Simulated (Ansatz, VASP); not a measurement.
**One calculation of SiC, two programs**

File INCAR:

```
ALGO = Normal ; EDIFF = 1E-6
ENCUT = 520 ; GGA = PS
ISIF = 2 ; ISMEAR = 0
LASPH = True ; LCHARG = False
LREAL = False ; LWAVE = False
NBANDS = 11 ; NELM = 60
PREC = Accurate ; SIGMA = 0.05
```

Contents of KPOINTS:

```
k-points
0
Gamma
  12 12 12
```

POSCAR

```
SiC
1.0
    0.0000000000      2.1827599380      2.1827599380
    2.1827599380      0.0000000000      2.1827599380
    2.3042669079      2.3042669079     -0.1215069699
Si C
1 1
Direct
    0.0000000000      0.0000000000      0.0000000000
    0.7500000000      0.7500000000      0.7500000000
```

Input for Ansatz:

```yaml
crystal:
  lattice:
    - [0.0, 2.182759938, 2.182759938]
    - [2.182759938, 0.0, 2.182759938]
    - [2.3042669079, 2.3042669079, -0.1215069699]
  atoms:
    - { symbol: Si, position: [0.0, 0.0, 0.0] }
    - { symbol: C, position: [0.75, 0.75, 0.75] }
basis:
  ecutwfc: 520.0
kpoints:
  mp_grid: { grid: [12, 12, 12] }
hamiltonian:
  xc: pbesol
  pseudopotentials: { kind: paw, azcp: { folder: soft_1 } }
scf:
  occupations: { method: gaussian, width: 0.05 }
output:
  forces: true
  stress: true
  eigenvalues: true
```

Alike in both runs: task single point; functional PBEsol; k mesh 12 × 12 × 12; occupations gaussian, width 0.05 eV; no spin polarisation.

```csv
,VASP,Ansatz
version,VASP 6.6.1,Ansatz 0.2.0
potentials or method,"VASP PAW PBE potentials, release 64 (Si, C), cutoff 520 eV","scalar-relativistic, plane waves, PAW"
valence electrons in the cell,8,8
```

```csv
,VASP,Ansatz,Ansatz less VASP
gap on the k mesh at the Fermi level (eV),1.06,1.07,+0.012
least direct gap on the mesh (eV),3.87,3.87,0.000
pressure (GPa),-14.2,-14.6,-0.31
"traceless stress, the component that is largest in VASP (GPa)",-10.93,-10.83,+0.096
rms of the force components (eV/Å),0.087,0.081,-0.0063
```

VASP's potentials were made for PBE, not for PBEsol, and Ansatz warns of the same on its side. Atom by atom the forces differ by 0.006 eV/Å (rms over components). The functional is the same, so the differences come from potentials, cutoffs and numerics.
